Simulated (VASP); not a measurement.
# AlRu (Pmm2) in VASP: further runs

Runs on AlRu. Level: PBEsol. Tasks: single point.

Everything below comes from runs of VASP 6.6.1. Logs are shortened: lines on timing, memory, paths and dates and some standing lists are left out, and cuts for length are marked.

## Step 1: The cell of the first run

Symmetry: Pmm2, No. 25, orthorhombic system. The conventional cell has a = 2.976 Å, b = 5.953 Å, c = 2.976 Å, α = 90.00°, β = 90.00°, γ = 90.00°. Al (site symmetry m) has 8 Ru at 2.54 to 2.61 Å and 6 Al at 2.89 to 3.06 Å within 3.4 Å. Within 3.4 Å of Ru (site symmetry mm2) lie 8 Al at 2.59 to 2.61 Å and 6 Ru at 2.98 Å. Ru (site symmetry mm2) has 8 Al at 2.54 to 2.56 Å and 6 Ru at 2.98 Å within 3.4 Å.

## Step 2: Single point, PBEsol (atoms displaced along several vibrational modes)

The input, INCAR:

```
SYSTEM = AlRu
ALGO     = Fast           ! electronic algorithm
EDIFF    = 1E-6           ! SCF threshold, eV
ENCUT    = 520            ! plane-wave cutoff, eV
GGA      = PS             ! functional
ISIF     = 2              ! what is computed and relaxed
ISMEAR   = 0              ! smearing method
LASPH    = .TRUE.         ! aspherical terms in the spheres
LCHARG   = .FALSE.        ! write CHGCAR
LREAL    = .FALSE.        ! projectors in reciprocal space
LWAVE    = .FALSE.        ! write WAVECAR
NBANDS   = 25             ! bands
NELM     = 60             ! most SCF steps
PREC     = Accurate       ! precision mode
SIGMA    = 0.15           ! smearing width, eV
```

The input, KPOINTS:

```
k-points
0
G
  16 16 8
  0 0 0
```

The input, POSCAR:

```
AlRu
1.0
    2.9763250904      0.0000000000      0.0000000000
    0.0000000000      2.9763250904      0.0000000000
    0.0000000000      0.0000000000      5.9526501809
Al Ru
2 2
Direct
    0.0000000000      0.0000000000     -0.0073580672
    0.0000000000      0.0000000000      0.5073580672
    0.4948258340      0.5000000000      0.2500000000
    0.5051741660      0.5000000000      0.7500000000
```

Potentials or basis: VASP PAW PBE potentials, release 64 (Al, Ru_pv).

Launch:

```
cat potpaw_PBE.64/Al/POTCAR potpaw_PBE.64/Ru_pv/POTCAR > POTCAR
mpirun -np 1 vasp_std > vasp.out
```

OUTCAR:

```text
SYSTEM = AlRu
   EDIFF = 1E-6
   ENCUT = 520
   GGA = PS
   ISIF = 2
   ISMEAR = 0
   LASPH = .TRUE.
   LREAL = .FALSE.
   NELM = 60
   PREC = Accurate

 ion  position               nearest neighbor table
   1  0.000  0.000  0.993-   4 2.54   4 2.54   4 2.56   4 2.56   3 2.59   3 2.59   3 2.61   3 2.61
                             2 2.89   2 3.06
   2  0.000  0.000  0.507-   4 2.54   4 2.54   4 2.56   4 2.56   3 2.59   3 2.59   3 2.61   3 2.61
                             1 2.89   1 3.06
   3  0.495  0.500  0.250-   1 2.59   2 2.59   1 2.59   2 2.59   1 2.61   2 2.61   1 2.61   2 2.61
                             4 2.98   4 2.98
   4  0.505  0.500  0.750-   1 2.54   2 2.54   1 2.54   2 2.54   1 2.56   2 2.56   1 2.56   2 2.56
                             3 2.98   3 2.98

  LATTYP: Found a simple tetragonal cell.
 ALAT       =     2.9763250904
 C/A-ratio  =     2.0000000000

  Lattice vectors:

 A1 = (   2.9763250904,   0.0000000000,   0.0000000000)
 A2 = (   0.0000000000,   2.9763250904,   0.0000000000)
 A3 = (   0.0000000000,   0.0000000000,   5.9526501809)

Analysis of symmetry for initial positions (statically):
=====================================================================
 Subroutine PRICEL returns:
 Original cell was already a primitive cell.

 Routine SETGRP: Setting up the symmetry group for a
 simple tetragonal supercell.

 Subroutine GETGRP returns: Found  4 space group operations
 (whereof  2 operations were pure point group operations)
 out of a pool of 16 trial point group operations.

The static configuration has the point symmetry C_1h.
 The point group associated with its full space group is C_2v.

Analysis of symmetry for dynamics (positions and initial velocities):
=====================================================================
 Subroutine PRICEL returns:
 Original cell was already a primitive cell.

 Routine SETGRP: Setting up the symmetry group for a
 simple tetragonal supercell.

 Subroutine GETGRP returns: Found  4 space group operations
 (whereof  2 operations were pure point group operations)
 out of a pool of 16 trial point group operations.

The dynamic configuration has the point symmetry C_1h.
 The point group associated with its full space group is C_2v.

 Subroutine INISYM returns: Found  4 space group operations
 (whereof  2 operations are pure point group operations),
 and found     1 'primitive' translations

[... 91 lines left out ...]
   ICHARG =      2    charge: 1-file 2-atom 10-const
   ISPIN  =      1    spin polarized calculation?
   LNONCOLLINEAR =      F non collinear calculations
   LSORBIT =      F    spin-orbit coupling
   LASPH  =      T    aspherical Exc in radial PAW
   ENCUT  =  520.0 eV  38.22 Ry    6.18 a.u.   5.53  5.53 11.07*2*pi/ulx,y,z
   NELM   =     60;   NELMIN=  2; NELMDL= -5     # of ELM steps
   EDIFF  = 0.1E-05   stopping-criterion for ELM
   LREAL  =      F    real-space projection
[... 7 lines left out ...]
   TEBEG  =    0.0;   TEEND  =   0.0 temperature during run
   PSTRESS=    0.0 pullay stress
   NELECT =      34.0000    total number of electrons
   NUPDOWN=      -1.0000    fix difference up-down
   EMIN   =  10.00;   EMAX   =-10.00  energy-range for DOS
   EFERMI =   0.00;   METHOD = LEGACY
   ISMEAR =     0;   SIGMA  =   0.15  broadening in eV -4-tet -1-fermi 0-gaus
   EFERMI_NEDOS =   21; number of points for ismear=-14 and -15
   IALGO  =     68    algorithm
   IMIX   =      4    mixing-type and parameters
     AMIX     =   0.40;   BMIX     =  1.00
     AMIX_MAG =   1.60;   BMIX_MAG =  1.00
  volume/ion in A,a.u.               =      13.18        88.96
  Fermi-wavevector in a.u.,A,eV,Ry     =   1.414308  2.672655 27.215300  2.000268
  Thomas-Fermi vector in A             =   2.535864
   LORBIT       =      0    0 simple, 1 ext, 2 COOP (PROOUT), +10 PAW based schemes
   GGA     = PS    functional components
   LHFCALC =     F    Hartree Fock is set to
   AEXX    =    0.0000 exact exchange contribution
   IVDW    =     0    specifies the selected vdW correction
   LEPSILON=     F    determine dielectric tensor
   LRPA    =     F    only Hartree local field effects (RPA)
 non-spin polarized calculation
 RMM-DIIS sequential band-by-band and
 Gauss-broadening in eV      SIGMA  =   0.15
  energy-cutoff  :      520.00
  volume of cell :       52.73
 maximum number of plane-waves:      1447
 NGX is ok and might be reduce to    24
   NGX = 11   NGY = 11   NGZ = 23

 number of electron      33.9999994 magnetization

 Free energy of the ion-electron system (eV)
  ---------------------------------------------------
  ext. energy  EPLUGINS =         0.00000000
  ---------------------------------------------------
  free energy    TOTEN  =       -31.02985792 eV

  energy without entropy =      -30.99306672  energy(sigma->0) =      -31.01146232

 E-fermi :  10.8338     XC(G=0): -12.7653

 val. band max:       10.8319928830   @ k =  -0.4375   0.5000   0.2500
 cond. band min:      10.8338678763   @ k =   0.0625   0.0625   0.1250
 fundamental gap:      0.0018749933
 Fermi energy:        10.8337596486

 k-point     1 :       0.0000    0.0000    0.0000
  band No.  band energies     occupation
      1     -31.1231      2.00000
      2     -30.9021      2.00000
      3     -30.9019      2.00000
      4     -30.9000      2.00000
      5     -30.8826      2.00000
      6     -30.8824      2.00000
[... 661 lines left out ...]
     24      19.0916      0.00000
     25      20.2255      0.00000

 [... further k-points ...]

------------------------ aborting loop because EDIFF is reached ----------------------------------------

  FORCE on cell =-STRESS in cart. coord.  units (eV):
  Direction    XX          YY          ZZ          XY          YZ          ZX
  --------------------------------------------------------------------------------------
  -------------------------------------------------------------------------------------
  Total        0.0926286      0.0962640      0.1358691      0.0000000      0.0000000      0.0000000
  in kB        2.8143935      2.9248484      4.1281939      0.0000000      0.0000000      0.0000000
  external PRESSURE =       3.2891453 kB  Pullay stress =       0.0000000 kB

 VOLUME and BASIS-vectors are now :
 -----------------------------------------------------------------------------
  energy-cutoff  :      520.00
  volume of cell :       52.73
      direct lattice vectors                 reciprocal lattice vectors
     2.976325090  0.000000000  0.000000000     0.335984803  0.000000000  0.000000000
     0.000000000  2.976325090  0.000000000     0.000000000  0.335984803  0.000000000
     0.000000000  0.000000000  5.952650181     0.000000000  0.000000000  0.167992402

 POSITION                                       TOTAL-FORCE (eV/Angst)
 -----------------------------------------------------------------------------------
      0.00000      0.00000      5.90885         0.016901      0.000000      0.499651
      0.00000      0.00000      3.02013         0.016901      0.000000     -0.499651
      1.47276      1.48816      1.48816         0.139067      0.000000      0.000000
      1.50356      1.48816      4.46449        -0.172869      0.000000      0.000000
 -----------------------------------------------------------------------------------
    total drift:                               -0.000011      0.000000      0.000000

  FREE ENERGIE OF THE ION-ELECTRON SYSTEM (eV)
  ---------------------------------------------------
  free  energy   TOTEN  =       -31.0298579250 eV

  energy  without entropy=      -30.9930667157  energy(sigma->0) =      -31.01146232
```

Wall time 4.6 min (1 thread of Intel Xeon Platinum 8488C (Sapphire Rapids), shared host); peak memory 0.51 GiB.

What came out:

```yaml
Free_energy: -31.0299 eV
Pressure: 0.3 GPa
Largest_force: 0.500 eV/Å
Band_gap_on_the_k_mesh: zero (bands 17 and 18 overlap by 2.99 eV)
```

Forces on the atoms (eV/Å):
```
Al   0.017  0.000  0.500
Al   0.017  0.000 -0.500
Ru   0.139  0.000  0.000
Ru  -0.173  0.000  0.000
```

Stress tensor (GPa, compression positive):
```
0.28 0.00 0.00
0.00 0.29 0.00
0.00 0.00 0.41
```

Levels at points of the mesh, in eV from the Fermi level:
```
           k point  band 14  band 15  band 16  band 17  band 18  band 19  band 20  band 21
(0.00, 0.00, 0.00)    -1.65     0.15     0.18     0.18     0.45     2.32     6.12     6.13
(0.50, 0.00, 0.00)    -1.39    -1.38    -1.21    -1.18     0.44     1.54     2.32     5.36
(0.00, 0.50, 0.00)    -1.39    -1.39    -1.21    -1.19     0.44     1.54     2.32     5.36
(0.50, 0.50, 0.00)    -1.21    -1.21     1.54     1.64     1.65     2.68     4.11     4.12
(0.00, 0.00, 0.50)    -0.93    -0.82    -0.82     0.23     0.37     3.12     3.18     7.91
(0.50, 0.00, 0.50)    -1.57    -1.53    -1.32    -0.54    -0.42     2.13     2.19     7.22
(0.00, 0.50, 0.50)    -1.56    -1.54    -1.32    -0.54    -0.42     2.13     2.19     7.24
(0.50, 0.50, 0.50)    -1.41     1.57     1.62     1.74     1.74     2.04     2.04     4.61
```

Caveat: the cell differs from its parent crystal (atoms displaced along several vibrational modes); the PAW data sets were made with another functional, which shifts forces and pressure a little.

## Step 3: Single point, PBEsol (atoms displaced along several vibrational modes)

The input, INCAR:

```
SYSTEM = AlRu
ALGO = Fast ; EDIFF = 1E-6
ENCUT = 520 ; GGA = PS
ISIF = 2 ; ISMEAR = 0
LASPH = .TRUE. ; LCHARG = .TRUE.
LELF = .TRUE. ; LREAL = .FALSE.
LVHAR = .TRUE. ; LWAVE = .FALSE.
NBANDS = 25 ; NELM = 100
PREC = Accurate ; SIGMA = 0.15
```

KPOINTS is that of step 2.

Edit POSCAR of step 2 so:

```diff
@@ -8,4 +8,4 @@
 Direct
-    0.0000000000      0.0000000000     -0.0073580672
-    0.0000000000      0.0000000000      0.5073580672
+    0.0000000000      0.0000000000     -0.0098107563
+    0.0000000000      0.0000000000      0.5098107563
     0.4948258340      0.5000000000      0.2500000000
```

Potentials or basis: VASP PAW PBE potentials, release 64 (Al, Ru_pv).

Launch:

```
cat potpaw_PBE.64/Al/POTCAR potpaw_PBE.64/Ru_pv/POTCAR > POTCAR
mpirun -np 1 vasp_std > vasp.out
```

It took 8 min on 1 thread of Intel Xeon 8259CL, shared host; peak memory 0.52 GiB.

It converged, with:

- Free energy: -31.0128 eV
- Pressure: 0.5 GPa
- Largest force: 0.673 eV/Å
- Band gap on the k mesh: zero (bands 17 and 18 overlap by 2.90 eV)

Forces in eV/Å, atoms in the order of the input:
```
Al   0.023  0.000  0.673
Al   0.023  0.000 -0.673
Ru   0.134  0.000  0.000
Ru  -0.179  0.000  0.000
```

Stress tensor (GPa, compression positive):
```
0.44 0.00 0.00
0.00 0.45 0.00
0.00 0.00 0.66
```

Levels at points of the mesh, in eV from the Fermi level:
```tsv
k point	band 13	band 14	band 15	band 16	band 17	band 18	band 19	band 20	band 21	band 22
(0.00, 0.00, 0.00)	-1.65	-1.65	0.14	0.18	0.18	0.46	2.32	6.12	6.12	6.14
(0.50, 0.00, 0.00)	-1.66	-1.39	-1.38	-1.22	-1.17	0.44	1.54	2.32	5.36	6.41
(0.00, 0.50, 0.00)	-1.65	-1.39	-1.39	-1.21	-1.17	0.44	1.54	2.31	5.36	6.41
(0.50, 0.50, 0.00)	-1.40	-1.21	-1.21	1.53	1.64	1.65	2.68	4.11	4.11	4.13
(0.00, 0.00, 0.50)	-0.95	-0.95	-0.81	-0.81	0.20	0.39	3.11	3.19	7.85	7.85
(0.50, 0.00, 0.50)	-1.79	-1.61	-1.50	-1.29	-0.56	-0.41	2.12	2.20	7.15	7.45
(0.00, 0.50, 0.50)	-1.80	-1.61	-1.50	-1.28	-0.56	-0.41	2.12	2.20	7.16	7.46
(0.50, 0.50, 0.50)	-1.45	-1.40	1.55	1.63	1.69	1.69	2.09	2.09	4.59	4.74
```

Caveat: the cell differs from its parent crystal (atoms displaced along several vibrational modes); the PAW data sets were made with another functional, which shifts forces and pressure a little.

(Part 1 of 2 ends here.)
